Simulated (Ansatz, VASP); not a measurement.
One calculation of Co, two programs

Contents of INCAR:

```
SYSTEM = Co
PREC = Accurate ; ENCUT = 600
EDIFF = 1E-6 ; ISMEAR = 0
SIGMA = 0.1 ; LREAL = .False.
LASPH = .True. ; NELM = 200
ALGO = Normal ; ISIF = 2
LWAVE = .False. ; LCHARG = .False.
ISPIN = 2 ; MAGMOM = 3 3 3 3
LORBIT = 11 ; LMAXMIX = 4
GGA = PS ; NBANDS = 30
GGA_COMPAT = .False.
```

The input KPOINTS:

```
Automatic mesh
0
Gamma
  6 6 6
  0 0 0
```

File POSCAR:

```
Co
1.0
    1.3926417893     -4.4177458573      0.0000000000
    1.3926417893      4.4177458573      0.0000000000
    0.0000000000      0.0000000000      3.6856622581
Co
4
Direct
    0.0980000000      0.9020000000      0.9100000000
    0.5980000000      0.4020000000      0.5900000000
    0.9020000000      0.0980000000      0.0900000000
    0.4020000000      0.5980000000      0.4100000000
```

Input for Ansatz:

```yaml
crystal:
  lattice:
    - [1.3926417893, -4.4177458573, 0.0]
    - [1.3926417893, 4.4177458573, 0.0]
    - [0.0, 0.0, 3.6856622581]
  atoms:
    - { symbol: Co, position: [0.098, 0.902, 0.91], spin: 3.0 }
    - { symbol: Co, position: [0.598, 0.402, 0.59], spin: 3.0 }
    - { symbol: Co, position: [0.902, 0.098, 0.09], spin: 3.0 }
    - { symbol: Co, position: [0.402, 0.598, 0.41], spin: 3.0 }
basis:
  ecutwfc: 420
kpoints:
  mp_grid: { grid: [6, 6, 6] }
hamiltonian:
  xc: pbesol
scf:
  occupations: { method: gaussian, width: 0.1 }
  lower_state_search: "off"
output:
  forces: true
  stress: true
  eigenvalues: true
  populations: true
magnetization:
  spin_polarized: true
```

Alike in both runs: task single point; functional PBEsol; k mesh 6 × 6 × 6; occupations gaussian, width 0.1 eV; collinear spin.

```csv
,VASP,Ansatz
version,VASP 6.6.1,Ansatz 0.2.0
potentials or method,"VASP PAW PBE potentials, release 64 (Co), cutoff 600 eV","scalar-relativistic, plane waves, PAW"
valence electrons in the cell,36,68
```

|  | VASP | Ansatz | Ansatz less VASP |
| --- | --- | --- | --- |
| gap on the k mesh at the Fermi level (eV) | none | none | - |
| rms of the force components (eV/Å) | 5.735 | 6.281 | +0.5457 |
| net moment per atom (μB) | 0.90 | 0.84 | -0.065 |
| size of the moment on the site where the two differ most (μB) | 0.86 | 0.78 | -0.085 |

VASP's potentials were made for PBE, not for PBEsol. Site moments also hang on the region over which each program counts them. Atom by atom the forces differ by 0.552 eV/Å (rms over components). A gap of «none» marks a metal or a gap that the smearing closes. VASP's potentials hold 36 valence electrons a cell and Ansatz's 68, so a difference there can come from the potentials and not from the codes.

The k mesh is coarse, so the values compare programs but aren't converged.
